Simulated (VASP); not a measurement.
# NaCl (Fm-3m) in VASP: a series of runs

Runs on NaCl. Level: PBE+D3(BJ). Tasks: single point, relaxation of cell and atoms.

All numbers are computed with VASP 6.6.1; they aren't measurements. Logs are shortened: lines on timing, memory, paths and dates and some standing lists are left out, and cuts for length are marked.

**1. The cell of the first run**

The structure is cubic, space group Fm-3m (No. 225). Conventional cell: a = 5.620 Å, b = 5.620 Å, c = 5.620 Å, α = 90.00°, β = 90.00°, γ = 90.00°. Within 3.7 Å of Na (site symmetry m-3m) lie 6 Cl at 2.81 Å. Cl (site symmetry m-3m) has 6 Na at 2.81 Å within 3.7 Å.

**2. Single point, PBE+D3(BJ)**

INCAR reads:

```
PREC     = Accurate       # precision mode
ENCUT    = 520            # plane-wave cutoff, eV
EDIFF    = 1E-6           # SCF threshold, eV
ISMEAR   = 0              # smearing method
SIGMA    = 0.1            # smearing width, eV
LREAL    = F              # projectors in reciprocal space
LASPH    = T              # aspherical terms in the spheres
NELM     = 80             # most SCF steps
ALGO     = Normal         # electronic algorithm
ISIF     = 2              # what is computed and relaxed
LWAVE    = F              # write WAVECAR
LCHARG   = F              # write CHGCAR
GGA      = PE             # functional
IVDW     = 12             # dispersion correction
NBANDS   = 14             # bands
```

KPOINTS reads:

```
Automatic mesh
0
Gamma
  6 6 6
```

POSCAR reads:

```
NaCl
1.0
    0.0000000000      2.8100000000      2.8100000000
    2.8100000000      0.0000000000      2.8100000000
    2.8100000000      2.8100000000      0.0000000000
Na Cl
1 1
Direct
    0.0000000000      0.0000000000      0.0000000000
    0.5000000000      0.5000000000      0.5000000000
```

Potentials or basis: VASP PAW PBE potentials, release 64 (Na_pv, Cl).

Started as:

```
> cat potpaw_PBE.64/Na_pv/POTCAR potpaw_PBE.64/Cl/POTCAR > POTCAR
> mpirun -np 1 vasp_std > vasp.out
```

OUTCAR:

```text
PREC = Accurate
   ENCUT = 520
   EDIFF = 1E-6
   ISMEAR = 0
   LREAL = F
   LASPH = T
   NELM = 80
   ISIF = 2
   GGA = PE
   IVDW = 12
 IVDW          = 12

 ion  position               nearest neighbor table
   1  0.000  0.000  0.000-
   2  0.500  0.500  0.500-

  LATTYP: Found a face centered cubic cell.
 ALAT       =     5.6200000000

  Lattice vectors:

 A1 = (   0.0000000000,   2.8100000000,   2.8100000000)
 A2 = (   2.8100000000,   0.0000000000,   2.8100000000)
 A3 = (   2.8100000000,   2.8100000000,   0.0000000000)

Analysis of symmetry for initial positions (statically):
=====================================================================
 Subroutine PRICEL returns:
 Original cell was already a primitive cell.

 Routine SETGRP: Setting up the symmetry group for a
 face centered cubic supercell.

 Subroutine GETGRP returns: Found 48 space group operations
 (whereof 48 operations were pure point group operations)
 out of a pool of 48 trial point group operations.

The static configuration has the point symmetry O_h .

Analysis of symmetry for dynamics (positions and initial velocities):
=====================================================================
 Subroutine PRICEL returns:
 Original cell was already a primitive cell.

 Routine SETGRP: Setting up the symmetry group for a
 face centered cubic supercell.

 Subroutine GETGRP returns: Found 48 space group operations
 (whereof 48 operations were pure point group operations)
 out of a pool of 48 trial point group operations.

The dynamic configuration has the point symmetry O_h .

 Subroutine INISYM returns: Found 48 space group operations
 (whereof 48 operations are pure point group operations),
 and found     1 'primitive' translations

----------------------------------------------------------------------------------------

                                     Primitive cell

  volume of cell :      44.3761

  direct lattice vectors                    reciprocal lattice vectors
     0.000000000  2.810000000  2.810000000    -0.177935943  0.177935943  0.177935943
     2.810000000  0.000000000  2.810000000     0.177935943 -0.177935943  0.177935943
     2.810000000  2.810000000  0.000000000     0.177935943  0.177935943 -0.177935943

  length of vectors
     3.973940110  3.973940110  3.973940110     0.308194094  0.308194094  0.308194094

  position of ions in fractional coordinates (direct lattice)
     0.000000000  0.000000000  0.000000000
     0.500000000  0.500000000  0.500000000

  ion indices of the primitive-cell ions
   primitive index   ion index
                 1           1
                 2           2

----------------------------------------------------------------------------------------

 KPOINTS: Automatic mesh

Automatic generation of k-mesh.
 Grid dimensions read from file:
 generate k-points for:    6    6    6

 Generating k-lattice:

  Cartesian coordinates                     Fractional coordinates (reciprocal lattice)
    -0.029655991  0.029655991  0.029655991     0.166666667  0.000000000  0.000000000
     0.029655991 -0.029655991  0.029655991     0.000000000  0.166666667  0.000000000
     0.029655991  0.029655991 -0.029655991     0.000000000  0.000000000  0.166666667

  Length of vectors
     0.051365682  0.051365682  0.051365682

  Shift w.r.t. Gamma in fractional coordinates (k-lattice)
     0.000000000  0.000000000  0.000000000

 Subroutine IBZKPT returns following result:
 ===========================================

 Found     16 irreducible k-points:

 Following reciprocal coordinates:
            Coordinates               Weight
  0.000000  0.000000  0.000000      1.000000
  0.166667  0.000000  0.000000      8.000000
  0.333333  0.000000  0.000000      8.000000
  0.500000  0.000000  0.000000      4.000000
  0.166667  0.166667  0.000000      6.000000
  0.333333  0.166667  0.000000     24.000000
[... 8 lines left out ...]
 -0.333333  0.333333  0.166667     24.000000
 -0.333333  0.500000  0.166667     12.000000
[... 50 lines left out ...]
      8       6.4136      0.00000
      9       9.4645      0.00000
     10      10.5620      0.00000
     11      10.5620      0.00000
     12      13.4166      0.00000
     13      13.4166      0.00000
     14      14.6415      0.00000

 k-point     4 :       0.5000    0.0000    0.0000
  band No.  band energies     occupation
      1     -21.4985      2.00000
      2     -21.4701      2.00000
      3     -21.4701      2.00000
      4     -13.0048      2.00000
      5      -2.6250      2.00000
      6      -0.9390      2.00000
      7      -0.9390      2.00000
      8       6.6229      0.00000
      9      10.0422      0.00000
     10      10.3293      0.00000
     11      10.3293      0.00000
     12      14.3876      0.00000
     13      15.5435      0.00000
     14      15.5435      0.00000

 k-point     5 :       0.1667    0.1667    0.0000
  band No.  band energies     occupation
      1     -21.4749      2.00000
      2     -21.4700      2.00000
      3     -21.4699      2.00000
      4     -13.2455      2.00000
      5      -1.2990      2.00000
      6      -0.8362      2.00000
      7      -0.8362      2.00000
      8       5.5676      0.00000
      9       9.2170      0.00000
     10      11.1059      0.00000
     11      11.1059      0.00000
[... 140 lines left out ...]
 k-point    14 :       0.5000    0.3333    0.1667
  band No.  band energies     occupation
      1     -21.4881      2.00000
      2     -21.4770      2.00000
      3     -21.4726      2.00000
      4     -13.0077      2.00000
      5      -2.1506      2.00000
      6      -1.4251      2.00000
      7      -1.1005      2.00000
      8       7.7503      0.00000
      9       8.5352      0.00000
     10       9.1924      0.00000
     11      11.6854      0.00000
     12      12.9845      0.00000
     13      15.4609      0.00000
     14      15.9677      0.00000

 k-point    15 :      -0.3333    0.3333    0.1667
  band No.  band energies     occupation
      1     -21.4887      2.00000
      2     -21.4794      2.00000
      3     -21.4743      2.00000
      4     -12.9557      2.00000
      5      -2.1623      2.00000
      6      -1.6676      2.00000
      7      -1.2107      2.00000
      8       8.2748      0.00000
      9       8.5263      0.00000
     10       9.3452      0.00000
     11      11.2492      0.00000
     12      13.6183      0.00000
     13      15.0474      0.00000
     14      16.0520      0.00000

 k-point    16 :      -0.3333    0.5000    0.1667
  band No.  band energies     occupation
      1     -21.4857      2.00000
      2     -21.4794      2.00000
      3     -21.4780      2.00000
      4     -12.9434      2.00000
      5      -2.1266      2.00000
      6      -1.5943      2.00000
      7      -1.3967      2.00000
      8       7.7555      0.00000
      9       8.2370      0.00000
     10       9.8887      0.00000
     11      11.4595      0.00000
     12      14.6159      0.00000
     13      15.6279      0.00000
     14      15.7416      0.00000

------------------------ aborting loop because EDIFF is reached ----------------------------------------

 Edisp (eV)   -0.43378

 E8    (eV) :    -0.1815

  FORCE on cell =-STRESS in cart. coord.  units (eV):
  Direction    XX          YY          ZZ          XY          YZ          ZX
  --------------------------------------------------------------------------------------
  -------------------------------------------------------------------------------------
  Total      -0.17056    -0.17056    -0.17056     0.00000     0.00000     0.00000
  in kB      -6.15781    -6.15781    -6.15781     0.00000     0.00000     0.00000
  external pressure =       -6.16 kB  Pullay stress =        0.00 kB

 VOLUME and BASIS-vectors are now :
 -----------------------------------------------------------------------------
  energy-cutoff  :      520.00
  volume of cell :       44.38
      direct lattice vectors                 reciprocal lattice vectors
     0.000000000  2.810000000  2.810000000    -0.177935943  0.177935943  0.177935943
     2.810000000  0.000000000  2.810000000     0.177935943 -0.177935943  0.177935943
     2.810000000  2.810000000  0.000000000     0.177935943  0.177935943 -0.177935943

 POSITION                                       TOTAL-FORCE (eV/Angst)
 -----------------------------------------------------------------------------------
      0.00000      0.00000      0.00000         0.000000     -0.000000     -0.000000
      2.81000      2.81000      2.81000        -0.000000      0.000000      0.000000
 -----------------------------------------------------------------------------------
    total drift:                               -0.000000      0.000000      0.000000

  FREE ENERGIE OF THE ION-ELECTRON SYSTEM (eV)
  ---------------------------------------------------
  free  energy   TOTEN  =        -7.2057230890 eV

  energy  without entropy=       -7.2057230890  energy(sigma->0) =       -7.20572309
```

Wall time 21 s (1 thread of Intel Xeon 8259CL, shared host); peak memory 0.17 GiB.

What came out:

| Quantity | Value |
| --- | --- |
| Free energy | -7.2057 eV |
| Pressure | -0.6 GPa |
| Band gap on the k mesh | 5.15 eV |
| Dispersion energy per atom | -0.217 eV |

Levels at points of the mesh, in eV from the valence-band top:
```
           k point  band 5  band 6  band 7  band 8  band 9  band 10
(0.00, 0.00, 0.00)    0.00    0.00    0.00    5.15   11.13    11.13
(0.50, 0.00, 0.00)   -1.96   -0.27   -0.27    7.29   10.71    11.00
(0.50, 0.50, 0.00)   -1.69   -0.61   -0.61    7.57    8.07    11.40
```

As with any semilocal functional, this PBE gap is likely too small.

**3. Single point, PBE+D3(BJ)**

This run uses another cell than the first one, of 16.99 Å³/atom.

INCAR reads:

```
SYSTEM = NaCl
PREC = Accurate
ENCUT = 520
EDIFF = 1E-6
ISMEAR = 0
SIGMA = 0.02
LREAL = .False.
LASPH = .True.
NELM = 80
ALGO = Normal
ISIF = 2
LWAVE = .False.
LCHARG = .True.
GGA = PE
IVDW = 12
LELF = .True.
LVHAR = .True.
NBANDS = 14
```

KPOINTS reads:

```
regular mesh
0
Gamma
  8 8 8
  0 0 0
```

POSCAR reads:

```
NaCl
1.0
    0.0000000000      2.5707603607      2.5707603607
    2.5707603607      0.0000000000      2.5707603607
    2.5707603607      2.5707603607      0.0000000000
Na Cl
1 1
Direct
    0.0000000000      0.0000000000      0.0000000000
    0.5000000000      0.5000000000      0.5000000000
```

Potentials or basis: VASP PAW PBE potentials, release 64 (Na_pv, Cl).

Started as:

```
> cat potpaw_PBE.64/Na_pv/POTCAR potpaw_PBE.64/Cl/POTCAR > POTCAR
> mpirun -np 1 vasp_std > vasp.out
```

Run time: 29 s. Hardware: 1 thread of Intel Xeon 8259CL, shared host; peak memory 0.16 GiB.

The run converged. Its results:

```
Free energy                : -6.9243 eV
Pressure                   : 12.0 GPa
Band gap on the k mesh     : 6.42 eV
Dispersion energy per atom : -0.287 eV
```

Levels at points of the mesh, in eV from the valence-band top:
```
           k point  band 4  band 5  band 6  band 7  band 8  band 9  band 10  band 11
(0.00, 0.00, 0.00)  -13.48    0.00    0.00    0.00    6.42   11.26    11.26    11.26
(0.50, 0.00, 0.00)  -12.73   -2.93   -0.47   -0.47    7.70   11.57    11.57    13.09
(0.50, 0.50, 0.00)  -12.69   -2.53   -0.92   -0.92    7.64    8.32    13.51    16.23
```

Caveat: the cell stands under pressure. As with any semilocal functional, this PBE gap is likely too small.

**4. Single point, PBE+D3(BJ)**

This run uses another cell than the first one, of 16.99 Å³/atom.

INCAR reads:

```
ALGO = Normal
EDIFF = 1E-6
ENCUT = 520
GGA = PE
ISIF = 2
ISMEAR = 0
IVDW = 12
LASPH = True
LCHARG = False
LREAL = False
LWAVE = False
NBANDS = 14
NELM = 80
PREC = Accurate
SIGMA = 0.02
```

KPOINTS reads:

```
k-points
0
Gamma
  8 8 8
```

POSCAR is that of step 3.

Started as:

```
> cat potpaw_PBE.64/Na_pv/POTCAR potpaw_PBE.64/Cl/POTCAR > POTCAR
> mpirun -np 1 vasp_std > vasp.out
```

Wall time 18 s (1 thread of Intel Xeon 8259CL, shared host); peak memory 0.16 GiB.

It converged, with:

```yaml
Free_energy: -6.9243 eV
Pressure: 12.0 GPa
Band_gap_on_the_k_mesh: 6.42 eV
Dispersion_energy_per_atom: -0.287 eV
```

Levels at points of the mesh, in eV from the valence-band top:
```
           k point  band 3  band 4  band 5  band 6  band 7  band 8  band 9  band 10  band 11  band 12
(0.00, 0.00, 0.00)  -20.46  -13.48    0.00    0.00    0.00    6.42   11.26    11.26    11.26    13.84
(0.50, 0.00, 0.00)  -20.47  -12.73   -2.93   -0.47   -0.47    7.70   11.57    11.57    13.09    16.96
(0.50, 0.50, 0.00)  -20.49  -12.69   -2.53   -0.92   -0.92    7.64    8.32    13.51    16.23    17.49
```

Caveat: the cell stands under pressure. As with any semilocal functional, this PBE gap is likely too small.

**5. Relaxation of cell and atoms, PBE+D3(BJ), target pressure 12 GPa, at which the enthalpy is minimised**

This run uses another cell than the first one, of 16.99 Å³/atom.

INCAR reads:

```
PREC = Accurate
ENCUT = 600
EDIFF = 1E-7
ISMEAR = 0
SIGMA = 0.02
LREAL = False
LASPH = True
NELM = 100
ALGO = Normal
ISIF = 3
LWAVE = False
LCHARG = False
GGA = PE
IVDW = 12
IBRION = 2
NSW = 100
EDIFFG = -0.002
PSTRESS = 120.0
```

KPOINTS reads:

```
regular mesh
0
Gamma
  8 8 8
```

POSCAR is that of step 4.

Started as:

```
> cat potpaw_PBE.64/Na_pv/POTCAR potpaw_PBE.64/Cl/POTCAR > POTCAR
> mpirun -np 1 vasp_std > vasp.out
```

It took 46 s on 1 thread of Intel Xeon 8259CL, shared host; peak memory 0.17 GiB.

The run converged. Its results:

| Property | Result |
| --- | --- |
| Free energy | -6.9271 eV |
| Relaxed volume | 17.01 Å³/atom |
| Relaxed cell | a = 3.637 Å, b = 3.637 Å, c = 3.637 Å, α = 60.00°, β = 60.00°, γ = 60.00° |
| Space group after relaxing (to 0.1 Å) | Fm-3m (No. 225) |
| Energy change on relaxing (the run minimises the enthalpy) | -1.3 meV/atom |
| Ionic steps | 3 |
| Pressure after relaxing | 12.0 GPa |
| Band gap on the k mesh | 6.42 eV |
| Dispersion energy per atom | -0.286 eV |

The path:
| step | energy change (eV) | largest force (eV/Å) | pressure (GPa) | volume (Å³) |
| --- | --- | --- | --- | --- |
| 1 | 0.0000 | 0.0000 | 12.08 | 33.98 |
| 2 | -0.0032 | 0.0000 | 11.97 | 34.02 |
| 3 | -0.0026 | 0.0000 | 12.01 | 34.01 |

Final structure:
```
Na Cl
1.0
     0.00000    2.57163    2.57163
     2.57163    0.00000    2.57163
     2.57163    2.57163    0.00000
Na Cl
1 1
Direct
  0.00000 0.00000 0.00000
  0.50000 0.50000 0.50000
```

Levels at points of the mesh, in eV from the valence-band top:
```tsv
k point	band 5	band 6	band 7	band 8	band 9	band 10
(0.00, 0.00, 0.00)	0.00	0.00	0.00	6.42	11.26	11.26
(0.50, 0.00, 0.00)	-2.93	-0.47	-0.47	7.70	11.57	11.57
(0.50, 0.50, 0.00)	-2.52	-0.92	-0.92	7.65	8.32	13.50
```

Caveat: the cell is relaxed towards a set pressure, so the run minimises the enthalpy, not the energy.

**6. Relaxation of cell and atoms, PBE+D3(BJ), target pressure 12 GPa, at which the enthalpy is minimised**

INCAR reads:

```
  PREC = Accurate
  ENCUT = 600
  EDIFF = 1E-7
  ISMEAR = 0
  SIGMA = 0.02
  LREAL = False
  LASPH = True
  NELM = 80
  ALGO = Normal
  ISIF = 3
  LWAVE = False
  LCHARG = False
  GGA = PE
  IVDW = 12
  IBRION = 2
  NSW = 100
  EDIFFG = -0.002
  PSTRESS = 120.0
```

KPOINTS is that of step 5.

POSCAR reads:

```
NaCl
1.0
    0.0000000000      2.8100000000      2.8100000000
    2.8100000000      0.0000000000      2.8100000000
    2.8100000000      2.8100000000      0.0000000000
Na Cl
1 1
Direct
    0.0000000000      0.0000000000      0.0000000000
    0.5000000000      0.5000000000      0.5000000000
```

Potentials or basis: VASP PAW PBE potentials, release 64 (Na_pv, Cl).

Started as:

```
> cat potpaw_PBE.64/Na_pv/POTCAR potpaw_PBE.64/Cl/POTCAR > POTCAR
> mpirun -np 1 vasp_std > vasp.out
```

Wall time 64 s (1 thread of Intel Xeon 8259CL, shared host); peak memory 0.19 GiB.

Results (log left out):

```
Free energy                                                : -6.9284 eV
Relaxed volume                                             : 17.01 Å³/atom
Relaxed cell                                               : a = 3.637 Å, b = 3.637 Å, c = 3.637 Å, α = 60.00°, β = 60.00°, γ = 60.00°
Space group after relaxing (to 0.1 Å)                      : Fm-3m (No. 225)
Energy change on relaxing (the run minimises the enthalpy) : +138.8 meV/atom
Ionic steps                                                : 3
Pressure after relaxing                                    : 12.0 GPa
Band gap on the k mesh                                     : 6.42 eV
Dispersion energy per atom                                 : -0.286 eV
```

Step by step:
```tsv
step	energy change (eV)	largest force (eV/Å)	pressure (GPa)	volume (Å³)
1	0.0000	0.0000	-0.58	44.38
2	0.2714	0.0000	11.80	34.10
3	0.2776	0.0000	12.00	34.02
```

Final structure:
```yaml
crystal:
  lattice:
    - [0.00000, 2.57167, 2.57167]
    - [2.57167, 0.00000, 2.57167]
    - [2.57167, 2.57167, 0.00000]
  atoms:
    - { symbol: Na, position: [0.00000, 0.00000, 0.00000] }
    - { symbol: Cl, position: [0.50000, 0.50000, 0.50000] }
```

Levels at points of the mesh, in eV from the valence-band top:
| k point | band 5 | band 6 | band 7 | band 8 | band 9 | band 10 |
| --- | --- | --- | --- | --- | --- | --- |
| (0.00, 0.00, 0.00) | 0.00 | 0.00 | 0.00 | 6.42 | 11.26 | 11.26 |
| (0.50, 0.00, 0.00) | -2.93 | -0.47 | -0.47 | 7.70 | 11.57 | 11.57 |
| (0.50, 0.50, 0.00) | -2.52 | -0.92 | -0.92 | 7.65 | 8.32 | 13.50 |

Caveat: the cell is relaxed towards a set pressure, so the run minimises the enthalpy, not the energy; the volume moved by over 15 % at a fixed basis, so the end points are rough.

**7. Overview**

```tsv
task	cell	k mesh	cutoff (eV)	smearing	gap on the mesh (eV)	pressure (GPa)
single point	a = 3.974 Å, angles 60.0°, 2 atoms	6 × 6 × 6	520	gaussian 0.1 eV	5.15	-0.6
single point	a = 3.636 Å, angles 60.0°, 2 atoms	8 × 8 × 8	520	gaussian 0.02 eV	6.42	12.0
relaxation of cell and atoms	relaxed to 12 GPa from a = 3.636 Å, angles 60.0°, 2 atoms	8 × 8 × 8	600	gaussian 0.02 eV	6.42	12.0
relaxation of cell and atoms	relaxed to 12 GPa from a = 3.974 Å, angles 60.0°, 2 atoms	8 × 8 × 8	600	gaussian 0.02 eV	6.42	12.0
```

Alike in all rows: level PBE+D3(BJ); potentials or basis VASP PAW PBE potentials, release 64 (Na_pv, Cl); no spin polarisation.

Caveats: the cell is relaxed towards a set pressure, so the run minimises the enthalpy, not the energy (at least some runs); the cell stands under pressure (at least some runs); the volume moved by over 15 % at a fixed basis, so the end points are rough (at least some runs).

Absolute energies hang on the potentials; compare differences alone.
